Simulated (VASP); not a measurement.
A run of VASP 6.6.1:

The input INCAR:

```
SYSTEM = Si
PREC     = Accurate       ! precision mode
ENCUT    = 520            ! plane-wave cutoff, eV
EDIFF    = 1E-6           ! SCF threshold, eV
ISMEAR   = 0              ! smearing method
SIGMA    = 0.15           ! smearing width, eV
LREAL    = .False.        ! projectors in reciprocal space
LASPH    = .True.         ! aspherical terms in the spheres
NELM     = 80             ! most SCF steps
ALGO     = Normal         ! electronic algorithm
ISIF     = 2              ! what is computed and relaxed
LWAVE    = .False.        ! write WAVECAR
LCHARG   = .False.        ! write CHGCAR
GGA      = PS             ! functional
NBANDS   = 8              ! bands
```

The input KPOINTS:

```
Automatic mesh
0
Gamma
  22 22 22
  0 0 0
```

The input POSCAR:

```
Si
1.0
    0.0000000000      1.9108305409      2.0636969842
    1.9108305409      0.0000000000      2.0636969842
    1.9108305409      1.9108305409      0.0000000000
Si
1
Direct
    0.0000000000      0.0000000000      0.0000000000
```

Potentials or basis: VASP PAW PBE potentials, release 64 (Si).

The run is started by

```bash
$ cat potpaw_PBE.64/Si/POTCAR > POTCAR
$ mpirun -np 1 vasp_std > vasp.out
```

Hardware: 1 thread of Intel(R) Xeon(R) Platinum 8375C CPU @ 2.90GHz (Ice Lake), on a shared host.

Problem. How long does it take, and how much memory?

Solution. Wall time 28 s on 1 thread of Intel(R) Xeon(R) Platinum 8375C CPU @ 2.90GHz (Ice Lake), with other jobs on the host, peak memory 0.19 GiB. Counts: scf iterations 9, k points 834.
